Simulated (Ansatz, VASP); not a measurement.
# VGe3: VASP beside Ansatz

```
V Ge
1.0
     3.77121    0.00000    0.00000
     0.00000    3.77121    0.00000
     0.00000    0.00000    3.77121
V Ge
1 3
Direct
  0.00000 0.00000 0.00000
  0.00000 0.50000 0.50000
  0.50000 0.00000 0.50000
  0.50000 0.50000 0.00000
```

Alike in both runs: task relaxation of cell and atoms; functional PBE; k mesh 4 × 4 × 4; occupations gaussian, width 0.1 eV; collinear spin.

|  | VASP | Ansatz |
| --- | --- | --- |
| version | VASP 6.6.1 | Ansatz 0.2.0 |
| potentials or method | VASP PAW PBE potentials, release 64 (V_sv, Ge_d), cutoff 600 eV | scalar-relativistic, plane waves, PAW |
| valence electrons in the cell | 55 | 55 |

|  | VASP | Ansatz | Ansatz less VASP |
| --- | --- | --- | --- |
| gap on the k mesh at the Fermi level, each at its own relaxed structure (eV) | none | none | - |
| net moment per atom (μB) | 0.59 | 0.59 | -0.006 |
| size of the moment on the site where the two differ most (μB) | 2.14 | 2.14 | +0.005 |
| relaxed volume (Å³/atom) | 16.84 | 16.78 | -0.055 |
| relaxed cell length with the largest relative difference (Å) | 4.069 | 4.064 | -0.0044 |

Site moments also hang on the region over which each program counts them. A gap of «none» marks a metal or a gap that the smearing closes.

The k mesh is coarse, so the values compare programs but aren't converged. Noted on VASP's run: the volume moved by over 15 % at a fixed basis, so the end points are rough.
